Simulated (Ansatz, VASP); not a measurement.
Two plane-wave programs on BeS

INCAR

```
PREC = Accurate
ENCUT = 520
EDIFF = 1E-7
ISMEAR = 0
SIGMA = 0.05
LREAL = F
LASPH = T
NELM = 80
ALGO = Normal
ISIF = 2
LWAVE = F
LCHARG = T
GGA = PS
LELF = T
LVHAR = T
NBANDS = 11
```

KPOINTS

```
regular mesh
0
Gamma
  10 10 10
```

POSCAR

```
BeS
1.0
    0.0000000000      2.3932802674      2.4319482445
    2.4319482445      0.0000000000      2.4319482445
    2.4319482445      2.3932802674      0.0000000000
Be S
1 1
Direct
    0.0000000000      0.0000000000      0.0000000000
    0.7500000000      0.7500000000      0.7500000000
```

Input for Ansatz:

```yaml
crystal:
  lattice:
    - [0.0, 2.3932802674, 2.4319482445]
    - [2.4319482445, 0.0, 2.4319482445]
    - [2.4319482445, 2.3932802674, 0.0]
  atoms:
    - { symbol: Be, position: [0.0, 0.0, 0.0] }
    - { symbol: S, position: [0.75, 0.75, 0.75] }
basis:
  ecutwfc: 520.0
kpoints:
  mp_grid: { grid: [10, 10, 10] }
hamiltonian:
  xc: pbesol
scf:
  occupations: { method: gaussian, width: 0.05 }
output:
  forces: true
  stress: true
  eigenvalues: true
```

Alike in both runs: task single point; functional PBEsol; k mesh 10 × 10 × 10; occupations gaussian, width 0.05 eV; no spin polarisation.

|  | VASP | Ansatz |
| --- | --- | --- |
| version | VASP 6.6.1 | Ansatz 0.2.0 |
| potentials or method | VASP PAW PBE potentials, release 64 (Be, S), cutoff 520 eV | scalar-relativistic, plane waves, PAW |
| valence electrons in the cell | 8 | 8 |

```tsv
	VASP	Ansatz	Ansatz less VASP
gap on the k mesh at the Fermi level (eV)	2.77	2.77	-0.003
least direct gap on the mesh (eV)	5.54	5.51	-0.028
pressure (GPa)	0.1	0.0	-0.15
traceless stress, the component that is largest in VASP (GPa)	0.98	0.99	+0.005
```

VASP's potentials were made for PBE, not for PBEsol.
